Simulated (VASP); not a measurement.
# Sn (P6_3/mmc) in VASP: single point with PBE

Aim: the single point of Sn with PBE.

Everything below comes from runs of VASP 6.6.1. Logs are shortened: lines on timing, memory, paths and dates and some standing lists are left out, and cuts for length are marked.

## Step 1: The cell of the first run

It takes space group P6_3/mmc (No. 194, hexagonal). Conventional cell: a = 3.341 Å, b = 3.341 Å, c = 5.687 Å, α = 90.00°, β = 90.00°, γ = 120.00°. Sn (site symmetry -6m2) has 12 Sn at 3.34 to 3.44 Å within 4.4 Å.

This isn't the form of Sn at room conditions, which is tetragonal (white tin).

## Step 2: Single point, PBE, non-collinear spin, zero start, spin-orbit coupling

The input, INCAR:

```
SYSTEM = Sn
ALGO = Normal
EDIFF = 1E-6
ENCUT = 520
GGA = PE
GGA_COMPAT = .FALSE.
ISIF = 2
ISMEAR = 0
LASPH = .TRUE.
LCHARG = .FALSE.
LNONCOLLINEAR = .TRUE.
LORBIT = 11
LORBMOM = .TRUE.
LREAL = .FALSE.
LSORBIT = .TRUE.
LWAVE = .FALSE.
MAGMOM = 0 0 0 0 0 0
NBANDS = 40
NELM = 150
PREC = Accurate
SIGMA = 0.05
```

The input, KPOINTS:

```
k-points
0
G
  14 14 8
  0 0 0
```

The input, POSCAR:

```
Sn
1.0
    3.3406738380      0.0000000000      0.0000000000
   -1.6703369190      2.8931084094      0.0000000000
    0.0000000000      0.0000000000      5.6870621977
Sn
2
Direct
    0.3333333333      0.6666666667      0.7500000000
    0.6666666667      0.3333333333      0.2500000000
```

Potentials or basis: VASP PAW PBE potentials, release 64 (Sn_d).

Run with:

```bash
$ cat potpaw_PBE.64/Sn_d/POTCAR > POTCAR
$ mpirun -np 1 vasp_ncl > vasp.out
```

OUTCAR:

```text
SYSTEM = Sn
   EDIFF = 1E-6
   ENCUT = 520
   GGA = PE
   ISIF = 2
   ISMEAR = 0
   LASPH = .TRUE.
   LNONCOLLINEAR = .TRUE.
   LORBIT = 11
   LREAL = .FALSE.
   LSORBIT = .TRUE.
   NELM = 150
   PREC = Accurate

 ion  position               nearest neighbor table
   1  0.333  0.667  0.750-   2 3.44   2 3.44   2 3.44   2 3.44   2 3.44   2 3.44
   2  0.667  0.333  0.250-   1 3.44   1 3.44   1 3.44   1 3.44   1 3.44   1 3.44

  LATTYP: Found a hexagonal cell.
 ALAT       =     3.3406738380
 C/A-ratio  =     1.7023697833

  Lattice vectors:

 A1 = (   3.3406738380,   0.0000000000,   0.0000000000)
 A2 = (  -1.6703369190,   2.8931084094,   0.0000000000)
 A3 = (   0.0000000000,   0.0000000000,   5.6870621977)

Analysis of symmetry for initial positions (statically):
=====================================================================
 Subroutine PRICEL returns:
 Original cell was already a primitive cell.

 Routine SETGRP: Setting up the symmetry group for a
 hexagonal supercell.

 Subroutine GETGRP returns: Found 24 space group operations
 (whereof 12 operations were pure point group operations)
 out of a pool of 24 trial point group operations.

The static configuration has the point symmetry D_3d.
 The point group associated with its full space group is D_6h.

Analysis of symmetry for dynamics (positions and initial velocities):
=====================================================================
 Subroutine PRICEL returns:
 Original cell was already a primitive cell.

 Routine SETGRP: Setting up the symmetry group for a
 hexagonal supercell.

 Subroutine GETGRP returns: Found 24 space group operations
 (whereof 12 operations were pure point group operations)
 out of a pool of 24 trial point group operations.

The dynamic configuration has the point symmetry D_3d.
 The point group associated with its full space group is D_6h.

Analysis of structural, dynamic, and magnetic symmetry:
=====================================================================
 Subroutine PRICEL returns:
 Original cell was already a primitive cell.

 Routine SETGRP: Setting up the symmetry group for a
 hexagonal supercell.

 Subroutine GETGRP returns: Found 24 space group operations
 (whereof 12 operations were pure point group operations)
 out of a pool of 24 trial point group operations.

The overall configuration has the point symmetry D_3d.
 The point group associated with its full space group is D_6h.

 Subroutine INISYM returns: Found 24 space group operations
 (whereof 12 operations are pure point group operations),
 and found     1 'primitive' translations

----------------------------------------------------------------------------------------

                                     Primitive cell

  volume of cell :      54.9651

  direct lattice vectors                    reciprocal lattice vectors
     3.340673838  0.000000000  0.000000000     0.299340806  0.172824495  0.000000000
    -1.670336919  2.893108409  0.000000000     0.000000000  0.345648990  0.000000000
     0.000000000  0.000000000  5.687062198     0.000000000  0.000000000  0.175837711

  length of vectors
     3.340673838  3.340673838  5.687062198     0.345648990  0.345648990  0.175837711

  position of ions in fractional coordinates (direct lattice)
     0.333333333  0.666666667  0.750000000
     0.666666667  0.333333333  0.250000000

  ion indices of the primitive-cell ions
   primitive index   ion index
                 1           1
                 2           2

----------------------------------------------------------------------------------------

 KPOINTS: k-points

Automatic generation of k-mesh.
 Grid dimensions read from file:
 generate k-points for:   14   14    8

 Generating k-lattice:

  Cartesian coordinates                     Fractional coordinates (reciprocal lattice)
     0.021381486  0.012344607  0.000000000     0.071428571  0.000000000  0.000000000
     0.000000000  0.024689214  0.000000000     0.000000000  0.071428571  0.000000000
     0.000000000  0.000000000  0.021979714     0.000000000  0.000000000  0.125000000

  Length of vectors
     0.024689214  0.024689214  0.021979714

  Shift w.r.t. Gamma in fractional coordinates (k-lattice)
     0.000000000  0.000000000  0.000000000

 Subroutine IBZKPT returns following result:
 ===========================================

 Found    120 irreducible k-points:

 Following reciprocal coordinates:
            Coordinates               Weight
  0.000000  0.000000  0.000000      1.000000
  0.071429 -0.000000  0.000000      6.000000
  0.142857  0.000000  0.000000      6.000000
  0.214286 -0.000000  0.000000      6.000000
  0.285714  0.000000  0.000000      6.000000
  0.357143  0.000000  0.000000      6.000000
[... 16 lines left out ...]
  0.285714  0.285714  0.000000      6.000000
  0.357143  0.285714  0.000000      6.000000
 [... further k-points ...]
[... 23 lines left out ...]
   NFREE  =      0    steps in history (QN), initial steepest desc. (CG)
   ISIF   =      2    stress and relaxation
   ISYM   =      2    0-nonsym 1-usesym 2-fastsym
   POTIM  = 0.5000    time-step for ionic-motion
   TEBEG  =    0.0;   TEEND  =   0.0 temperature during run
   PSTRESS=    0.0 pullay stress
   NELECT =      28.0000    total number of electrons
   NUPDOWN=      -1.0000    fix difference up-down
   EMIN   =  10.00;   EMAX   =-10.00  energy-range for DOS
   EFERMI =   0.00;   METHOD = LEGACY
   ISMEAR =     0;   SIGMA  =   0.05  broadening in eV -4-tet -1-fermi 0-gaus
   EFERMI_NEDOS =   21; number of points for ismear=-14 and -15
   IALGO  =     38    algorithm
   IMIX   =      4    mixing-type and parameters
     AMIX     =   0.40;   BMIX     =  1.00
     AMIX_MAG =   1.60;   BMIX_MAG =  1.00
  volume/ion in A,a.u.               =      27.48       185.46
  Fermi-wavevector in a.u.,A,eV,Ry     =   1.307471  2.470761 23.258878  1.709479
  Thomas-Fermi vector in A             =   2.438203
   LORBIT       =     11    0 simple, 1 ext, 2 COOP (PROOUT), +10 PAW based schemes
   GGA     = PE    functional components
   LHFCALC =     F    Hartree Fock is set to
   AEXX    =    0.0000 exact exchange contribution
   IVDW    =     0    specifies the selected vdW correction
   LEPSILON=     F    determine dielectric tensor
   LRPA    =     F    only Hartree local field effects (RPA)
 Gauss-broadening in eV      SIGMA  =   0.05
  energy-cutoff  :      520.00
  volume of cell :       54.97
 maximum number of plane-waves:      2996
 NGX is ok and might be reduce to    28
   NGX = 13   NGY = 13   NGZ = 21

 number of electron      28.0000000 magnetization       0.0000000      0.0000000      0.0000000

 number of electron      28.0000004 magnetization      -0.0000000     -0.0000000     -0.0000000

 number of electron      28.0000004 magnetization       0.0000000     -0.0000000     -0.0000000

 Free energy of the ion-electron system (eV)
  ---------------------------------------------------
  ext. energy  EPLUGINS =         0.00000000
  ---------------------------------------------------
  free energy    TOTEN  =        -7.68671863 eV

  energy without entropy =       -7.68552940  energy(sigma->0) =       -7.68612402

 E-fermi :   7.9219     XC(G=0): -10.3117

 val. band max:        7.9119671077   @ k =   0.2857   0.0000   0.5000
 cond. band min:       7.9353669848   @ k =   0.3571   0.0714   0.0000
 fundamental gap:      0.0233998771
 Fermi energy:         7.9218668883

 k-point     1 :       0.0000    0.0000    0.0000
  band No.  band energies     occupation
      1     -14.1580      1.00000
      2     -14.1580      1.00000
      3     -14.1525      1.00000
      4     -14.1525      1.00000
      5     -14.1476      1.00000
      6     -14.1476      1.00000
[... 1021 lines left out ...]
     39      21.0647      0.00000
     40      21.0648      0.00000

 [... further k-points ...]
[... 5 lines left out ...]
  --------------------------------------------------------------------------------------
  -------------------------------------------------------------------------------------
  Total        0.1587578      0.1587578      0.1262694     -0.0000000      0.0000000     -0.0000000
  in kB        4.6276329      4.6276329      3.6806280     -0.0000000      0.0000000     -0.0000000
  external PRESSURE =       4.3119646 kB  Pullay stress =       0.0000000 kB

 VOLUME and BASIS-vectors are now :
 -----------------------------------------------------------------------------
  energy-cutoff  :      520.00
  volume of cell :       54.97
      direct lattice vectors                 reciprocal lattice vectors
     3.340673838  0.000000000  0.000000000     0.299340806  0.172824495  0.000000000
    -1.670336919  2.893108409  0.000000000     0.000000000  0.345648990  0.000000000
     0.000000000  0.000000000  5.687062198     0.000000000  0.000000000  0.175837711

 POSITION                                       TOTAL-FORCE (eV/Angst)
 -----------------------------------------------------------------------------------
     -0.00000      1.92874      4.26530         0.000000     -0.000000     -0.000000
      1.67034      0.96437      1.42177        -0.000000      0.000000      0.000000
 -----------------------------------------------------------------------------------
    total drift:                                0.000000      0.000000     -0.000000

  FREE ENERGIE OF THE ION-ELECTRON SYSTEM (eV)
  ---------------------------------------------------
  free  energy   TOTEN  =        -7.6867186301 eV

  energy  without entropy=       -7.6855294014  energy(sigma->0) =       -7.68612402

 orbital moment (x)

 # of ion     p       d       tot
 ----------------------------------------
  1         0.000  -0.000  -0.000
  2         0.000   0.000   0.000
 ----------------------------------------
            0.000  -0.000   0.000

 orbital moment (y)

 # of ion     p       d       tot
 ----------------------------------------
  1         0.000   0.000   0.000
  2        -0.000   0.000  -0.000
 ----------------------------------------
           -0.000   0.000  -0.000

 orbital moment (z)

 # of ion     p       d       tot
 ----------------------------------------
  1         0.000  -0.000  -0.000
  2         0.000  -0.000  -0.000
 ----------------------------------------
            0.000  -0.000  -0.000

 Spin-Orbit-Coupling matrix elements

 Ion:    1  E_soc:     -0.1082017
 l=   1
     0.0000000    -0.0119270    -0.0118788
    -0.0119270     0.0000000    -0.0119270
    -0.0118788    -0.0119270     0.0000000
 l=   2
     0.0000000    -0.0012198     0.0000000    -0.0012198    -0.0049054
    -0.0012198     0.0000000    -0.0036826    -0.0012185    -0.0012198
     0.0000000    -0.0036826     0.0000000    -0.0036826     0.0000000
    -0.0012198    -0.0012185    -0.0036826     0.0000000    -0.0012198
    -0.0049054    -0.0012198     0.0000000    -0.0012198     0.0000000
 l=   3
     0.0000000     0.0000000     0.0000000     0.0000000     0.0000000     0.0000000     0.0000000
     0.0000000     0.0000000     0.0000000     0.0000000     0.0000000     0.0000000     0.0000000
     0.0000000     0.0000000     0.0000000     0.0000000     0.0000000     0.0000000     0.0000000
     0.0000000     0.0000000     0.0000000     0.0000000     0.0000000     0.0000000     0.0000000
     0.0000000     0.0000000     0.0000000     0.0000000     0.0000000     0.0000000     0.0000000
     0.0000000     0.0000000     0.0000000     0.0000000     0.0000000     0.0000000     0.0000000
     0.0000000     0.0000000     0.0000000     0.0000000     0.0000000     0.0000000     0.0000000

 Ion:    2  E_soc:     -0.1082017
 l=   1
     0.0000000    -0.0119270    -0.0118788
    -0.0119270     0.0000000    -0.0119270
    -0.0118788    -0.0119270     0.0000000
 l=   2
     0.0000000    -0.0012198     0.0000000    -0.0012198    -0.0049054
    -0.0012198     0.0000000    -0.0036826    -0.0012185    -0.0012198
     0.0000000    -0.0036826     0.0000000    -0.0036826     0.0000000
    -0.0012198    -0.0012185    -0.0036826     0.0000000    -0.0012198
    -0.0049054    -0.0012198     0.0000000    -0.0012198     0.0000000
 l=   3
     0.0000000     0.0000000     0.0000000     0.0000000     0.0000000     0.0000000     0.0000000
     0.0000000     0.0000000     0.0000000     0.0000000     0.0000000     0.0000000     0.0000000
     0.0000000     0.0000000     0.0000000     0.0000000     0.0000000     0.0000000     0.0000000
     0.0000000     0.0000000     0.0000000     0.0000000     0.0000000     0.0000000     0.0000000
     0.0000000     0.0000000     0.0000000     0.0000000     0.0000000     0.0000000     0.0000000
     0.0000000     0.0000000     0.0000000     0.0000000     0.0000000     0.0000000     0.0000000
     0.0000000     0.0000000     0.0000000     0.0000000     0.0000000     0.0000000     0.0000000

 total charge

# of ion       s       p       d       tot
------------------------------------------
    1        1.297   0.874   9.972  12.142
    2        1.297   0.874   9.972  12.142
--------------------------------------------------
tot          2.594   1.747  19.944  24.285

 magnetization (x)

# of ion       s       p       d       tot
------------------------------------------
    1       -0.000   0.000   0.000  -0.000
    2        0.000   0.000   0.000   0.000
--------------------------------------------------
tot         -0.000   0.000   0.000  -0.000

 magnetization (y)

# of ion       s       p       d       tot
------------------------------------------
    1        0.000   0.000   0.000   0.000
    2        0.000  -0.000   0.000  -0.000
--------------------------------------------------
tot          0.000  -0.000   0.000  -0.000

 magnetization (z)

# of ion       s       p       d       tot
------------------------------------------
    1        0.000   0.000   0.000   0.000
    2        0.000   0.000   0.000   0.000
--------------------------------------------------
tot          0.000   0.000   0.000   0.000
```

Run time: 12 min. Hardware: 1 thread of Oxide Virtual Turin-like, shared host; peak memory 0.49 GiB.

Results:

- Free energy: -7.6867 eV
- Pressure: 0.4 GPa
- Net moment: 0.00 μB per cell
- Valence electrons inside the program's atomic spheres: Sn 12.14

Stress tensor (GPa, compression positive):
```
0.46 0.00 0.00
0.00 0.46 0.00
0.00 0.00 0.37
```

Moments on the atoms (μB; x, y, z):
```
Sn  0.00 0.00 0.00
Sn  0.00 0.00 0.00
```
